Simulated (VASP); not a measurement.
The system is Yb.

```
Yb
1.0
     3.87990    0.00000    0.00000
    -1.93995    3.36009    0.00000
     0.00000    0.00000    6.38590
Yb
2
Direct
  0.66667 0.33333 0.75000
  0.33333 0.66667 0.25000
```

This isn't the form of Yb at room conditions, which is fcc.

Base run:

```yaml
Program: VASP 6.6.1
Functional: PBEsol
Potentials_or_basis: VASP PAW PBE potentials, release 64 (Yb)
Cutoff: 520 eV
k_mesh: 7 × 7 × 4
Occupations: fermi-dirac, width 0.05 eV
Spin: collinear spin, ferromagnetic start
Starting_moments: "[0.25, 0.25] μB"
Fixed_moment: 0.5 μB
```

Its results: pressure -0.5 GPa; site moments Yb +0.10 μB.

Q: The run is repeated on the same cell with these changes: fixed moment from 0.5 μB to 4 μB; moments at the start from [0.25, 0.25] to [2.0, 2.0]. What comes out?

A: Pressure -3.7 GPa; site moments Yb +0.88 μB.

Caveats: the PAW data sets were made with another functional, which shifts forces and pressure a little; the total moment is fixed, so each spin has its own Fermi level; the cell stands under tension (at least some runs).
